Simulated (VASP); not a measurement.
# NaI (P2/m) in VASP: a series of runs, part 2 of 2

VASP 6.6.1. Earlier steps stand in the parts before.

## Step 3: Single point, PBE+D3(BJ) (engineering shear strain xz -0.1000, normal strain along z -0.0367)

File INCAR:

```
SYSTEM = NaI
ALGO = Normal ; EDIFF = 1E-6
ENCUT = 520 ; GGA = PE
ISIF = 2 ; ISMEAR = 0
IVDW = 12 ; LASPH = .True.
LCHARG = .False. ; LREAL = .False.
LWAVE = .False. ; NBANDS = 22
NELM = 80 ; PREC = Accurate
SIGMA = 0.05
```

File KPOINTS:

```
k-points
0
Gamma
  6 8 4
  0 0 0
```

File POSCAR:

```
NaI
1.0
    4.7722534545      0.0000000000     -0.2386126727
    0.0000000000      4.1018944388      0.0000000000
   -0.3386889191      0.0000000000      6.5251807160
Na I
2 2
Direct
    0.2500000000      0.5000000000      0.2499880837
    0.7500000000      0.5000000000      0.7500119163
    0.2500000000      0.0000000000      0.7499134626
    0.7500000000      0.0000000000      0.2500865374
```

Potentials or basis: VASP PAW PBE potentials, release 64 (Na_pv, I).

On the command line:

```sh
> cat potpaw_PBE.64/Na_pv/POTCAR potpaw_PBE.64/I/POTCAR > POTCAR
> mpirun -np 1 vasp_std > vasp.out
```

OUTCAR:

```text
SYSTEM = NaI
   EDIFF = 1E-6
   ENCUT = 520
   GGA = PE
   ISIF = 2
   ISMEAR = 0
   IVDW = 12
   LASPH = .True.
   LREAL = .False.
   NELM = 80
   PREC = Accurate
 IVDW          = 12

 ion  position               nearest neighbor table
   1  0.250  0.500  0.250-   4 3.15   4 3.15   4 3.15   4 3.15
   2  0.750  0.500  0.750-   3 3.15   3 3.15   3 3.15   3 3.15
   3  0.250  0.000  0.750-   2 3.15   2 3.15   2 3.15   2 3.15
   4  0.750  0.000  0.250-   1 3.15   1 3.15   1 3.15   1 3.15

  LATTYP: Found a simple monoclinic cell.
 ALAT       =     4.7782150476
 B/A-ratio  =     0.8584574779
 C/A-ratio  =     1.3674488376
 COS(beta)  =    -0.1016409431

  Lattice vectors:

 A1 = (   4.7722534545,   0.0000000000,  -0.2386126727)
 A2 = (   0.0000000000,   4.1018944388,   0.0000000000)
 A3 = (  -0.3386889191,   0.0000000000,   6.5251807160)

Analysis of symmetry for initial positions (statically):
=====================================================================
 Subroutine PRICEL returns:
 Original cell was already a primitive cell.

 Routine SETGRP: Setting up the symmetry group for a
 simple monoclinic supercell.

 Subroutine GETGRP returns: Found  4 space group operations
 (whereof  4 operations were pure point group operations)
 out of a pool of  4 trial point group operations.

The static configuration has the point symmetry C_2h.

Analysis of symmetry for dynamics (positions and initial velocities):
=====================================================================
 Subroutine PRICEL returns:
 Original cell was already a primitive cell.

 Routine SETGRP: Setting up the symmetry group for a
 simple monoclinic supercell.

 Subroutine GETGRP returns: Found  4 space group operations
[... 121 lines left out ...]
   EFERMI =   0.00;   METHOD = LEGACY
   ISMEAR =     0;   SIGMA  =   0.05  broadening in eV -4-tet -1-fermi 0-gaus
   EFERMI_NEDOS =   21; number of points for ismear=-14 and -15
   IALGO  =     38    algorithm
   IMIX   =      4    mixing-type and parameters
     AMIX     =   0.40;   BMIX     =  1.00
     AMIX_MAG =   1.60;   BMIX_MAG =  1.00
  volume/ion in A,a.u.               =      31.85       214.94
  Fermi-wavevector in a.u.,A,eV,Ry     =   0.987954  1.866963 13.280017  0.976054
  Thomas-Fermi vector in A             =   2.119446
   LORBIT       =      0    0 simple, 1 ext, 2 COOP (PROOUT), +10 PAW based schemes
   GGA     = PE    functional components
   LHFCALC =     F    Hartree Fock is set to
   AEXX    =    0.0000 exact exchange contribution
   IVDW    =    12    specifies the selected vdW correction
   LEPSILON=     F    determine dielectric tensor
   LRPA    =     F    only Hartree local field effects (RPA)
 non-spin polarized calculation
 Gauss-broadening in eV      SIGMA  =   0.05
  energy-cutoff  :      520.00
  volume of cell :      127.40
 maximum number of plane-waves:      3452
   NGX = 17   NGY = 15   NGZ = 25

 number of electron      28.0000021 magnetization

 Free energy of the ion-electron system (eV)
  ---------------------------------------------------
  ext. energy  EPLUGINS =         0.00000000
  ---------------------------------------------------
  free energy    TOTEN  =       -10.08248402 eV

  energy without entropy =      -10.08248402  energy(sigma->0) =      -10.08248402

 E-fermi :   2.7374     XC(G=0):  -7.9685

 val. band max:        2.4946593615   @ k =   0.0000   0.5000   0.0000
 cond. band min:       4.6378610743   @ k =   0.0000   0.0000   0.0000
 fundamental gap:      2.1432017128
 Fermi energy:         2.7373706643

 k-point     1 :       0.0000    0.0000    0.0000
  band No.  band energies     occupation
      1     -21.3964      2.00000
      2     -21.3837      2.00000
      3     -21.3526      2.00000
      4     -21.3504      2.00000
      5     -21.3493      2.00000
      6     -21.3487      2.00000
[... 589 lines left out ...]
     21       9.9638      0.00000
     22      10.2668      0.00000

 [... further k-points ...]

------------------------ aborting loop because EDIFF is reached ----------------------------------------

 Edisp (eV)   -1.07953

 E8    (eV) :    -0.4997

  FORCE on cell =-STRESS in cart. coord.  units (eV):
  Direction    XX          YY          ZZ          XY          YZ          ZX
  --------------------------------------------------------------------------------------
  -------------------------------------------------------------------------------------
  Total       0.63576    -0.15428     1.02966     0.00000     0.00000     1.64989
  in kB       7.99521    -1.94025    12.94890     0.00000     0.00000    20.74878
  external pressure =        6.33 kB  Pullay stress =        0.00 kB

 VOLUME and BASIS-vectors are now :
 -----------------------------------------------------------------------------
  energy-cutoff  :      520.00
  volume of cell :      127.40
      direct lattice vectors                 reciprocal lattice vectors
     4.772253455  0.000000000 -0.238612673     0.210089847  0.000000000  0.010904695
     0.000000000  4.101894439  0.000000000     0.000000000  0.243789794  0.000000000
    -0.338688919  0.000000000  6.525180716     0.007682561  0.000000000  0.153651223

 POSITION                                       TOTAL-FORCE (eV/Angst)
 -----------------------------------------------------------------------------------
      1.10840      2.05095      1.57156        -0.000010      0.000000      0.000091
      3.32517      2.05095      4.71500         0.000010     -0.000000     -0.000091
      0.93908      0.00000      4.83367         0.000643     -0.000000      0.001938
      3.49449      0.00000      1.45290        -0.000643     -0.000000     -0.001938
 -----------------------------------------------------------------------------------
    total drift:                                0.000000      0.000000     -0.000000

  FREE ENERGIE OF THE ION-ELECTRON SYSTEM (eV)
  ---------------------------------------------------
  free  energy   TOTEN  =       -11.1620134898 eV

  energy  without entropy=      -11.1620134898  energy(sigma->0) =      -11.16201349
```

It took 3.9 min on 1 thread of Intel Xeon 8259CL, shared host; peak memory 0.34 GiB.

What came out:

```
Free energy                : -11.1620 eV
Pressure                   : 0.6 GPa
Band gap on the k mesh     : 2.14 eV
Dispersion energy per atom : -0.270 eV
```

Forces in eV/Å, atoms in the order of the input:
```
Na   0.000  0.000  0.000
Na   0.000  0.000  0.000
I    0.001  0.000  0.002
I   -0.001  0.000 -0.002
```

Levels at points of the mesh, in eV from the valence-band top:
| k point | band 12 | band 13 | band 14 | band 15 | band 16 | band 17 |
| --- | --- | --- | --- | --- | --- | --- |
| (0.00, 0.00, 0.00) | -1.29 | -0.64 | -0.26 | 2.14 | 3.08 | 4.99 |
| (0.50, 0.00, 0.00) | -2.10 | -0.93 | -0.93 | 4.62 | 4.62 | 6.36 |
| (0.00, 0.50, 0.00) | -2.00 | -1.17 | 0.00 | 3.09 | 4.31 | 4.57 |
| (0.50, 0.50, 0.00) | -2.40 | -1.65 | -1.65 | 3.51 | 3.51 | 4.69 |
| (0.00, 0.00, 0.50) | -1.88 | -0.99 | -0.99 | 3.64 | 3.64 | 4.90 |
| (0.50, 0.00, 0.50) | -1.02 | -0.83 | -0.51 | 3.80 | 4.31 | 6.08 |
| (0.00, 0.50, 0.50) | -1.69 | -1.58 | -1.57 | 4.26 | 4.26 | 5.37 |
| (0.50, 0.50, 0.50) | -2.86 | -0.93 | -0.21 | 2.38 | 2.82 | 5.58 |

Caveat: the cell differs from its parent crystal (engineering shear strain xz -0.1000, normal strain along z -0.0367); spin-orbit coupling is left out, which moves the levels of the heavy elements. A k mesh can miss the band edges.

## Step 4: Single point, PBE+D3(BJ) (engineering shear strain xz -0.3000, normal strain along z +0.0000)

File INCAR:

```
  ALGO = Normal
  EDIFF = 1E-6
  ENCUT = 520
  GGA = PE
  ISIF = 2
  ISMEAR = 0
  IVDW = 12
  LASPH = True
  LCHARG = False
  LREAL = False
  LWAVE = False
  NBANDS = 22
  NELM = 100
  PREC = Accurate
  SIGMA = 0.05
```

File KPOINTS:

```
k-points
0
Gamma
  6 8 4
```

POSCAR, as its differences from that of step 3:

```diff
@@ -2,5 +2,5 @@
 1.0
-    4.7722534545      0.0000000000     -0.2386126727
+    4.7722534545      0.0000000000     -0.7158380182
     0.0000000000      4.1018944388      0.0000000000
-   -0.3386889191      0.0000000000      6.5251807160
+   -1.0160667574      0.0000000000      6.7737783826
 Na I
```

On the command line:

```sh
> cat potpaw_PBE.64/Na_pv/POTCAR potpaw_PBE.64/I/POTCAR > POTCAR
> mpirun -np 1 vasp_std > vasp.out
```

It took 4.3 min on 1 thread of Intel Xeon 8259CL, shared host; peak memory 0.35 GiB.

It converged, with:

- Free energy: -10.5710 eV
- Pressure: 1.5 GPa
- Largest force: 0.004 eV/Å
- Band gap on the k mesh: 0.85 eV
- Dispersion energy per atom: -0.265 eV

Forces in eV/Å, atoms in the order of the input:
```
Na   0.000  0.000  0.000
Na   0.000  0.000  0.000
I    0.002  0.000  0.003
I   -0.002  0.000 -0.003
```

Stress tensor (GPa, compression positive):
```
 0.28  0.00  5.91
 0.00 -0.28  0.00
 5.91  0.00  4.39
```

Levels at points of the mesh, in eV from the valence-band top:
```
           k point  band 12  band 13  band 14  band 15  band 16  band 17
(0.00, 0.00, 0.00)    -2.07    -1.30    -0.23     0.85     2.47     3.89
(0.50, 0.00, 0.00)    -2.70    -1.66    -1.66     3.53     3.54     4.86
(0.00, 0.50, 0.00)    -2.49    -2.45     0.00     2.27     3.10     3.74
(0.50, 0.50, 0.00)    -3.25    -2.29    -2.28     2.21     2.21     4.48
(0.00, 0.00, 0.50)    -2.61    -1.72    -1.72     2.26     2.26     4.29
(0.50, 0.00, 0.50)    -1.93    -1.36    -0.40     2.34     3.66     4.65
(0.00, 0.50, 0.50)    -2.51    -2.27    -2.26     3.32     3.33     4.14
(0.50, 0.50, 0.50)    -3.32    -2.22    -0.13     1.17     2.48     4.04
```

Caveat: the cell differs from its parent crystal (engineering shear strain xz -0.3000, normal strain along z +0.0000); spin-orbit coupling is left out, which moves the levels of the heavy elements. A k mesh can miss the band edges.

## Step 5: Overview

```tsv
cell	gap on the mesh (eV)	pressure (GPa)
a = 4.796, b = 4.102, c = 6.560 Å, angles 90.0, 101.6, 90.0°, 4 atoms	1.46	1.3
a = 4.778, b = 4.102, c = 6.534 Å, angles 90.0, 95.8, 90.0°, 4 atoms	2.14	0.6
a = 4.826, b = 4.102, c = 6.850 Å, angles 90.0, 107.1, 90.0°, 4 atoms	0.85	1.5
```

Alike in all rows: task single point; level PBE+D3(BJ); potentials or basis VASP PAW PBE potentials, release 64 (Na_pv, I); no spin polarisation; k mesh 6 × 8 × 4; cutoff (eV) 520; smearing gaussian 0.05 eV.

Caveats: spin-orbit coupling is left out, which moves the levels of the heavy elements.

Total energies depend on the potentials used, so only differences within one code and one set of settings carry meaning.
